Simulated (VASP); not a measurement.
# Ge (Fd-3m) in VASP: further runs

Runs on Ge. Level: PBEsol. Tasks: single point, relaxation of cell and atoms.

Everything below comes from runs of VASP 6.6.1. Logs are shortened: lines on timing, memory, paths and dates and some standing lists are left out, and cuts for length are marked.

**1. The cell of the first run**

It takes space group Fd-3m (No. 227, cubic). Conventional cell: a = 5.675 Å, b = 5.675 Å, c = 5.675 Å, α = 90.00°, β = 90.00°, γ = 90.00°. Ge (site symmetry -43m) has 4 Ge at 2.46 Å within 3.2 Å.

**2. Single point, PBEsol**

Contents of INCAR:

```
SYSTEM = Ge
PREC = Accurate
ENCUT = 520
EDIFF = 1E-6
ISMEAR = 0
SIGMA = 0.1
LREAL = .False.
LASPH = .True.
NELM = 100
ALGO = Normal
ISIF = 2
LWAVE = .False.
LCHARG = .True.
GGA = PS
LELF = .True.
LVHAR = .True.
NBANDS = 21
```

Contents of KPOINTS:

```
regular mesh
0
Gamma
  12 12 12
  0 0 0
```

Contents of POSCAR:

```
Ge
1.0
    0.0000000000      2.8374271100      2.8374271100
    2.8374271100      0.0000000000      2.8374271100
    2.8374271100      2.8374271100      0.0000000000
Ge
2
Direct
    0.0000000000      0.0000000000      0.0000000000
    0.2500000000      0.2500000000      0.2500000000
```

Potentials or basis: VASP PAW PBE potentials, release 64 (Ge_d).

Launch:

```bash
$ cat potpaw_PBE.64/Ge_d/POTCAR > POTCAR
$ mpirun -np 1 vasp_std > vasp.out
```

OUTCAR:

```text
SYSTEM = Ge
   PREC = Accurate
   ENCUT = 520
   EDIFF = 1E-6
   ISMEAR = 0
   LREAL = .False.
   LASPH = .True.
   NELM = 100
   ISIF = 2
   GGA = PS

 ion  position               nearest neighbor table
   1  0.000  0.000  0.000-   2 2.46   2 2.46   2 2.46   2 2.46
   2  0.250  0.250  0.250-   1 2.46   1 2.46   1 2.46   1 2.46

  LATTYP: Found a face centered cubic cell.
 ALAT       =     5.6748542200

  Lattice vectors:

 A1 = (   0.0000000000,   2.8374271100,   2.8374271100)
 A2 = (   2.8374271100,   0.0000000000,   2.8374271100)
 A3 = (   2.8374271100,   2.8374271100,   0.0000000000)

Analysis of symmetry for initial positions (statically):
=====================================================================
 Subroutine PRICEL returns:
 Original cell was already a primitive cell.

 Routine SETGRP: Setting up the symmetry group for a
 face centered cubic supercell.

 Subroutine GETGRP returns: Found 48 space group operations
 (whereof 24 operations were pure point group operations)
 out of a pool of 48 trial point group operations.

The static configuration has the point symmetry T_d .
 The point group associated with its full space group is O_h .

Analysis of symmetry for dynamics (positions and initial velocities):
=====================================================================
 Subroutine PRICEL returns:
 Original cell was already a primitive cell.

 Routine SETGRP: Setting up the symmetry group for a
 face centered cubic supercell.

 Subroutine GETGRP returns: Found 48 space group operations
 (whereof 24 operations were pure point group operations)
 out of a pool of 48 trial point group operations.

The dynamic configuration has the point symmetry T_d .
 The point group associated with its full space group is O_h .

 Subroutine INISYM returns: Found 48 space group operations
 (whereof 24 operations are pure point group operations),
 and found     1 'primitive' translations

----------------------------------------------------------------------------------------

                                     Primitive cell

  volume of cell :      45.6882

  direct lattice vectors                    reciprocal lattice vectors
     0.000000000  2.837427110  2.837427110    -0.176215980  0.176215980  0.176215980
     2.837427110  0.000000000  2.837427110     0.176215980 -0.176215980  0.176215980
     2.837427110  2.837427110  0.000000000     0.176215980  0.176215980 -0.176215980

  length of vectors
     4.012727901  4.012727901  4.012727901     0.305215031  0.305215031  0.305215031

  position of ions in fractional coordinates (direct lattice)
[... 79 lines left out ...]
   EDIFF  = 0.1E-05   stopping-criterion for ELM
   LREAL  =      F    real-space projection
   EDIFFG = 0.1E-04   stopping-criterion for IOM
   NSW    =      0    number of steps for IOM
   IBRION =     -1    ionic relax: 0-MD 1-quasi-New 2-CG
   NFREE  =      0    steps in history (QN), initial steepest desc. (CG)
   ISIF   =      2    stress and relaxation
   ISYM   =      2    0-nonsym 1-usesym 2-fastsym
   POTIM  = 0.5000    time-step for ionic-motion
   TEBEG  =    0.0;   TEEND  =   0.0 temperature during run
   PSTRESS=    0.0 pullay stress
   NELECT =      28.0000    total number of electrons
   NUPDOWN=      -1.0000    fix difference up-down
   EMIN   =  10.00;   EMAX   =-10.00  energy-range for DOS
   EFERMI =   0.00;   METHOD = LEGACY
   ISMEAR =     0;   SIGMA  =   0.10  broadening in eV -4-tet -1-fermi 0-gaus
   EFERMI_NEDOS =   21; number of points for ismear=-14 and -15
   IALGO  =     38    algorithm
   IMIX   =      4    mixing-type and parameters
     AMIX     =   0.40;   BMIX     =  1.00
     AMIX_MAG =   1.60;   BMIX_MAG =  1.00
  volume/ion in A,a.u.               =      22.84       154.16
  Fermi-wavevector in a.u.,A,eV,Ry     =   1.390570  2.627796 26.309373  1.933684
  Thomas-Fermi vector in A             =   2.514492
   LORBIT       =      0    0 simple, 1 ext, 2 COOP (PROOUT), +10 PAW based schemes
   GGA     = PS    functional components
   LHFCALC =     F    Hartree Fock is set to
   AEXX    =    0.0000 exact exchange contribution
   IVDW    =     0    specifies the selected vdW correction
   LEPSILON=     F    determine dielectric tensor
   LRPA    =     F    only Hartree local field effects (RPA)
 non-spin polarized calculation
 Gauss-broadening in eV      SIGMA  =   0.10
  energy-cutoff  :      520.00
  volume of cell :       45.69
 maximum number of plane-waves:      1248
 NGX is ok and might be reduce to    30
   NGX = 15   NGY = 15   NGZ = 15

 number of electron      28.0000014 magnetization

 Free energy of the ion-electron system (eV)
  ---------------------------------------------------
  ext. energy  EPLUGINS =         0.00000000
  ---------------------------------------------------
  free energy    TOTEN  =        -9.87378475 eV

  energy without entropy =       -9.87353503  energy(sigma->0) =       -9.87365989

 E-fermi :   4.7834     XC(G=0): -10.0861

 val. band max:        4.7738859559   @ k =   0.0000   0.0000   0.0000
 cond. band min:       4.8691710949   @ k =   0.5000   0.0000   0.0000
 fundamental gap:      0.0952851390
 Fermi energy:         4.7833909379

 k-point     1 :       0.0000    0.0000    0.0000
  band No.  band energies     occupation
      1     -19.9756      2.00000
      2     -19.9756      2.00000
      3     -19.9756      2.00000
      4     -19.9397      2.00000
      5     -19.9397      2.00000
      6     -19.7324      2.00000
[... 565 lines left out ...]
     20      14.3756      0.00000
     21      14.9508      0.00000

 [... further k-points ...]

------------------------ aborting loop because EDIFF is reached ----------------------------------------

  FORCE on cell =-STRESS in cart. coord.  units (eV):
  Direction    XX          YY          ZZ          XY          YZ          ZX
  --------------------------------------------------------------------------------------
  -------------------------------------------------------------------------------------
  Total       -0.1067132     -0.1067132     -0.1067132      0.0000000      0.0000000     -0.0000000
  in kB       -3.7421779     -3.7421779     -3.7421779      0.0000000      0.0000000     -0.0000000
  external PRESSURE =      -3.7421779 kB  Pullay stress =       0.0000000 kB

 VOLUME and BASIS-vectors are now :
 -----------------------------------------------------------------------------
  energy-cutoff  :      520.00
  volume of cell :       45.69
      direct lattice vectors                 reciprocal lattice vectors
     0.000000000  2.837427110  2.837427110    -0.176215980  0.176215980  0.176215980
     2.837427110  0.000000000  2.837427110     0.176215980 -0.176215980  0.176215980
     2.837427110  2.837427110  0.000000000     0.176215980  0.176215980 -0.176215980

 POSITION                                       TOTAL-FORCE (eV/Angst)
 -----------------------------------------------------------------------------------
      0.00000      0.00000      0.00000        -0.000000      0.000000     -0.000000
      1.41871      1.41871      1.41871         0.000000      0.000000      0.000000
 -----------------------------------------------------------------------------------
    total drift:                                0.000000     -0.000000      0.000000

  FREE ENERGIE OF THE ION-ELECTRON SYSTEM (eV)
  ---------------------------------------------------
  free  energy   TOTEN  =        -9.8737847533 eV

  energy  without entropy=       -9.8735350344  energy(sigma->0) =       -9.87365989
```

OSZICAR:

```text
N       E                     dE             d eps       ncg     rms          rms(c)
DAV:   1     0.186495769929E+03    0.18650E+03   -0.14596E+04  3357   0.363E+03
DAV:   2     0.171644046126E+02   -0.16933E+03   -0.16396E+03  3039   0.617E+02
DAV:   3    -0.913190496408E+01   -0.26296E+02   -0.26096E+02  3544   0.141E+02
DAV:   4    -0.100074884441E+02   -0.87558E+00   -0.87523E+00  3369   0.304E+01
DAV:   5    -0.100219928675E+02   -0.14504E-01   -0.14504E-01  3484   0.429E+00    0.321E+00
DAV:   6    -0.992106153413E+01    0.10093E+00   -0.34645E-02  4042   0.225E+00    0.183E+00
DAV:   7    -0.987269163222E+01    0.48370E-01   -0.57851E-02  3289   0.244E+00    0.159E-01
DAV:   8    -0.987370234706E+01   -0.10107E-02   -0.69999E-03  3420   0.120E+00    0.461E-02
DAV:   9    -0.987376300687E+01   -0.60660E-04   -0.30068E-04  3899   0.290E-01    0.141E-02
DAV:  10    -0.987378418100E+01   -0.21174E-04   -0.27755E-05  3289   0.425E-02    0.523E-03
DAV:  11    -0.987378475325E+01   -0.57225E-06   -0.65983E-06  4175   0.435E-02
   1 F= -.98737848E+01 E0= -.98736599E+01  d E =-.249719E-03
```

It took 34 s on 1 thread of Intel Xeon Platinum 8488C (Sapphire Rapids), shared host; peak memory 0.19 GiB.

Results:

```
Free energy            : -9.8738 eV
Pressure               : -0.4 GPa
Band gap on the k mesh : zero (filled and empty bands touch)
```

Caveat: the PAW data sets were made with another functional, which shifts forces and pressure a little.

[end of part 1 of 2]
